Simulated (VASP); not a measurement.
A run of VASP 6.6.1 is set up as follows.

File INCAR:

```
PREC = Accurate
ENCUT = 520
EDIFF = 1E-6
ISMEAR = -1
SIGMA = 0.05
LREAL = False
LASPH = True
NELM = 100
ALGO = Normal
ISIF = 2
LWAVE = False
LCHARG = False
NBANDS = 28
```

The input KPOINTS:

```
regular mesh
0
Gamma
  7 7 6
```

The input POSCAR:

```
SnO
1.0
    3.8884925471      0.0000000000      0.0000000000
    0.0000000000      3.8884925471      0.0000000000
    0.0000000000      0.0000000000      4.9827594627
Sn O
2 2
Direct
    0.5000000000      0.0000000000      0.7646261400
    0.0000000000      0.5000000000      0.2353738600
    0.0000000000      0.0000000000      0.0000000000
    0.5000000000      0.5000000000      0.0000000000
```

Potentials or basis: VASP PAW LDA potentials, release 64 (Sn_d, O).

The run is started by

```bash
$ cat potpaw_LDA.64/Sn_d/POTCAR potpaw_LDA.64/O/POTCAR > POTCAR
$ mpirun -np 1 vasp_std > vasp.out
```

Question: Predict the largest force.

Answer: 0.861 eV/Å.

Question: Predict the band gap on the k mesh.

Answer: 0.62 eV (least direct gap 1.95 eV).

Question: Predict the pressure.

Answer: -7.5 GPa.

Forces on the atoms (eV/Å):
```
Sn   0.000  0.000  0.861
Sn   0.000  0.000 -0.861
O    0.000  0.000  0.000
O    0.000  0.000  0.000
```

Caveat: the cell stands under tension; spin-orbit coupling is left out, which moves the levels of the heavy elements; an odd mesh through Γ misses points on the zone boundary, where band edges can lie.
